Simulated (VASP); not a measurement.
Set up this calculation in VASP 6.6.1, as the native input.

- Task: single point
- Functional: LDA
- Potentials or basis: VASP PAW LDA potentials, release 64 (Ga_d, Ag)
- Cutoff: 520 eV
- k mesh: 8 × 8 × 3
- Occupations: fermi-dirac, width 0.1 eV
- Spin: no spin polarisation
- Dipole correction: no
- Further INCAR settings: ALGO = Normal; EDIFF = 1e-06; NBANDS = 31

The structure of GaAg3 lies in POSCAR:

```
GaAg3
1.0
    2.9378660000      0.0000000000      0.0000000000
   -1.4689330000      2.5442670000      0.0000000000
    0.0000000000      0.0000000000      9.1161350000
Ga Ag
1 3
Direct
    0.6666666667      0.3333333333      0.0000000000
    0.6666666667      0.3333333333      0.5000000000
    0.3333333333      0.6666666667      0.2419230000
    0.3333333333      0.6666666667      0.7580770000
```

These files were run (other wordings do the same):

INCAR

```
PREC = Accurate
ENCUT = 520
EDIFF = 1E-6
ISMEAR = -1
SIGMA = 0.1
LREAL = F
LASPH = T
NELM = 100
ALGO = Normal
ISIF = 2
LWAVE = F
LCHARG = F
GGA = CA
NBANDS = 31
```

KPOINTS

```
regular mesh
0
Gamma
  8 8 3
```

Potentials or basis: VASP PAW LDA potentials, release 64 (Ga_d, Ag).

Launch:

```sh
$ cat potpaw_LDA.64/Ga_d/POTCAR potpaw_LDA.64/Ag/POTCAR > POTCAR
$ mpirun -np 1 vasp_std > vasp.out
```

Results of the run:

* Pressure: -7.3 GPa
* Largest force: 0.025 eV/Å
* Band gap on the k mesh: zero (band 23 reaches 8.83 eV, above the bottom of band 24 at 5.28 eV)

It took 86 s on 1 thread of AMD EPYC 7R13, on a shared host, peak memory 0.15 GiB.
